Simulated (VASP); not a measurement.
Wanted: the native input for a VASP 6.6.1 run.

```
Task                   : single point
Functional             : revPBE
Dispersion             : D4
Potentials or basis    : VASP PAW PBE potentials, release 64 (Sb, Ga_d)
Cutoff                 : 520 eV
k mesh                 : 8 × 8 × 8
Occupations            : fermi-dirac, width 0.05 eV
Spin                   : no spin polarisation
Dipole correction      : no
Further INCAR settings : ALGO = Normal; EDIFF = 1e-07; NBANDS = 16
```

The structure of GaSb lies in POSCAR:

```
GaSb
1.0
    0.0000000000      2.9965539066      2.9965539066
    2.9965539066      0.0000000000      2.9965539066
    2.9965539066      2.9965539066      0.0000000000
Sb Ga
1 1
Direct
    0.7500000000      0.7500000000      0.7500000000
    0.0000000000      0.0000000000      0.0000000000
```

One way to write it, as run:

INCAR

```
PREC = Accurate
ENCUT = 520
EDIFF = 1E-7
ISMEAR = -1
SIGMA = 0.05
LREAL = F
LASPH = T
NELM = 80
ALGO = Normal
ISIF = 2
LWAVE = F
LCHARG = T
GGA = RE
IVDW = 13
LELF = T
LVHAR = T
NBANDS = 16
```

KPOINTS

```
regular mesh
0
Gamma
  8 8 8
```

Potentials or basis: VASP PAW PBE potentials, release 64 (Sb, Ga_d).

Command:

```bash
$ cat potpaw_PBE.64/Sb/POTCAR potpaw_PBE.64/Ga_d/POTCAR > POTCAR
$ mpirun -np 1 vasp_std > vasp.out
```

Results of the run:

```yaml
Pressure: 3.1 GPa
Band_gap_on_the_k_mesh: 0.56 eV, direct
Dispersion_energy_per_atom: -0.708 eV
```

Caveat: the PAW data sets were made with another functional, which shifts forces and pressure a little; spin-orbit coupling is left out, which moves the levels of the heavy elements.

Run time: 20 s on 1 thread of Intel(R) Xeon(R) Platinum 8259CL CPU @ 2.50GHz (Skylake/Cascade Lake), on a shared host, peak memory 0.18 GiB.
